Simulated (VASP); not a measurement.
Input of a VASP 6.6.1 run:

POSCAR

```
BaTiO3
1.0
   -3.9723685400      0.0000000000     -3.9723685400
    0.0000000000     -3.9723685400      0.0000000000
   -3.9723685400      0.0000000000      3.9723685400
Ba Ti O
2 2 6
Direct
    0.0000000000      0.5000000000      0.5000000000
    0.5000000000      0.5000000000      0.0000000000
    0.0000000000      0.0000000000      0.0000000000
    0.5000000000      0.0000000000      0.5000000000
    0.7500000000      0.0000000000      0.7500000000
    0.2500000000      0.0000000000      0.2500000000
    0.0000000000      0.5000000000      0.0000000000
    0.5000000000      0.5000000000      0.5000000000
    0.7500000000      0.0000000000      0.2500000000
    0.2500000000      0.0000000000      0.7500000000
```

The input INCAR.step1:

```
PREC     = Accurate       # precision mode
ENCUT    = 520            # plane-wave cutoff, eV
ISMEAR   = -1             # smearing method
SIGMA    = 0.1            # smearing width, eV
LREAL    = F              # projectors in reciprocal space
LASPH    = T              # aspherical terms in the spheres
NELM     = 100            # most SCF steps
NBANDS   = 51             # bands
GGA      = PE             # functional
ALGO     = Normal         # electronic algorithm
EDIFF    = 1E-4           # SCF threshold, eV
LWAVE    = T              # write WAVECAR
LCHARG   = F              # write CHGCAR
```

The input INCAR.step2:

```
PREC     = Accurate       # precision mode
ENCUT    = 520            # plane-wave cutoff, eV
EDIFF    = 1E-6           # SCF threshold, eV
ISMEAR   = -1             # smearing method
SIGMA    = 0.1            # smearing width, eV
LREAL    = F              # projectors in reciprocal space
LASPH    = T              # aspherical terms in the spheres
NELM     = 100            # most SCF steps
ALGO     = Normal         # electronic algorithm
ISIF     = 2              # what is computed and relaxed
LWAVE    = F              # write WAVECAR
LCHARG   = T              # write CHGCAR
METAGGA  = R2SCAN         # meta-GGA
LMIXTAU  = T            
LELF     = T              # ELF
LVHAR    = T            
NBANDS   = 51             # bands
ISTART   = 1
```

The input KPOINTS:

```
regular mesh
0
Gamma
  5 7 5
```

Potentials or basis: VASP PAW PBE potentials, release 64 (Ba_sv, Ti_sv, O).

Launch:

```console
$ cat potpaw_PBE.64/Ba_sv/POTCAR potpaw_PBE.64/Ti_sv/POTCAR potpaw_PBE.64/O/POTCAR > POTCAR
$ cp INCAR.step1 INCAR
$ mpirun -np 1 vasp_std > vasp.out
$ cp INCAR.step2 INCAR
$ mpirun -np 1 vasp_std > vasp.out
```

Task: Estimate the pressure.

Result: 5.2 GPa.

Task: Predict the band gap on the k mesh.

Result: 2.19 eV.

Caveat: the cell stands under pressure; the PAW data sets were made with another functional, which shifts forces and pressure a little; spin-orbit coupling is left out, which moves the levels of the heavy elements; an odd mesh through Γ misses points on the zone boundary, where band edges can lie.
